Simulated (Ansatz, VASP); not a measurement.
**Na in VASP and in Ansatz**

The input INCAR:

```
  PREC = Accurate
  ENCUT = 520
  EDIFF = 1E-6
  ISMEAR = -1
  SIGMA = 0.05
  LREAL = F
  LASPH = T
  NELM = 60
  ALGO = Normal
  ISIF = 2
  LWAVE = F
  LCHARG = F
  GGA = PS
  NBANDS = 10
```

Contents of KPOINTS:

```
regular mesh
0
Gamma
  13 13 13
```

File POSCAR:

```
Na
1.0
   -2.0847918675      2.0847918675      2.0847918675
    2.0847918675     -2.0847918675      2.0847918675
    2.0847918675      2.0847918675     -2.0847918675
Na
1
Direct
    0.0000000000      0.0000000000      0.0000000000
```

Input for Ansatz:

```yaml
crystal:
  lattice:
    - [-2.0847918675, 2.0847918675, 2.0847918675]
    - [2.0847918675, -2.0847918675, 2.0847918675]
    - [2.0847918675, 2.0847918675, -2.0847918675]
  atoms:
    - { symbol: Na, position: [0.0, 0.0, 0.0] }
kpoints:
  mp_grid: { grid: [13, 13, 13] }
  band_path:
    path:
      - [0.0, 0.0, 0.0]
      - [0.5, -0.5, 0.5]
      - [0.0, 0.0, 0.5]
      - [0.0, 0.0, 0.0]
      - [0.25, 0.25, 0.25]
      - [0.5, -0.5, 0.5]
      - [0.25, 0.25, 0.25]
      - [0.0, 0.0, 0.5]
    npoints: 8
scf:
  occupations: { method: fermi_dirac, width: 0.05 }
hamiltonian:
  xc: pbesol
  pseudopotentials: { kind: paw }
output:
  forces: true
  stress: true
  eigenvalues: true
  populations: true
  dos: { projected: true, de: 0.2, e_range: [-14, 8] }
  write_density: true
  write_potential: true
  elf: true
  volumetric_format: npy
```

Change from the starting cell: volume scaled by 1, PAW files.

Alike in both runs: task single point; functional PBEsol; k mesh 13 × 13 × 13; occupations fermi-dirac, width 0.05 eV; no spin polarisation.

|  | VASP | Ansatz |
| --- | --- | --- |
| version | VASP 6.6.1 | Ansatz 0.2.0 |
| potentials or method | VASP PAW PBE potentials, release 64 (Na_pv) | PAW with Ansatz's default frozen-core files, scalar-relativistic |
| plane-wave cutoff (eV) | 520 | 420 |
| valence electrons in the cell | 7 | 9 |

|  | VASP | Ansatz | Ansatz less VASP |
| --- | --- | --- | --- |
| pressure (GPa) | 0.0 | 0.0 | +0.02 |

VASP's potentials were made for PBE, not for PBEsol. VASP's potentials hold 7 valence electrons a cell and Ansatz's 9, so a difference there can come from the potentials and not from the codes.
